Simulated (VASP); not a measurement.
**PbSe: single point with HSE06**

PbSe:

```
Pb Se
1.0
     0.00000    3.06969    3.06969
     3.06969    0.00000    3.06969
     3.06969    3.06969    0.00000
Pb Se
1 1
Cartesian
  0.0000 0.0000 0.0000
  3.0697 3.0697 3.0697
```

```yaml
Program: VASP 6.6.1
Task: single point
Functional: HSE06
Potentials_or_basis: VASP PAW PBE potentials, release 64 (Pb_d, Se)
Cutoff: 520 eV
k_mesh: 4 × 4 × 4
Occupations: methfessel-paxton, width 0.5 eV
Spin: no spin polarisation
Dipole_correction: no
Grid_for_exact_exchange_PRECFOCK: Normal
Further_INCAR_settings: ALGO = Normal; EDIFF = 1e-06; NBANDS = 17
Share_of_exact_exchange: 0.25
Screening_parameter: 0.2079 1/Å
```

```json
{"Pressure": "0.7 GPa", "Band gap on the k mesh": "0.74 eV"}
```

Levels at points of the mesh, in eV from the valence-band top:
```tsv
k point	band 8	band 9	band 10	band 11	band 12	band 13
(0.00, 0.00, 0.00)	-2.14	-2.14	-2.14	5.47	5.47	5.47
(0.50, 0.00, 0.00)	-1.73	-1.73	0.00	0.74	2.19	2.19
(0.50, 0.50, 0.00)	-5.52	-3.61	-3.61	4.20	6.43	6.43
```

Run time: 9.2 min on 1 thread of Intel(R) Xeon(R) 6975P-C (Granite Rapids), on a shared host, peak memory 0.3 GiB.

Caveat: the k points lie up to 0.44 Å⁻¹ apart; so wide a smearing shifts energies and pressures; the PAW data sets were made with another functional, which shifts forces and pressure a little; spin-orbit coupling is left out, which moves the levels of the heavy elements. A k mesh can miss the band edges.
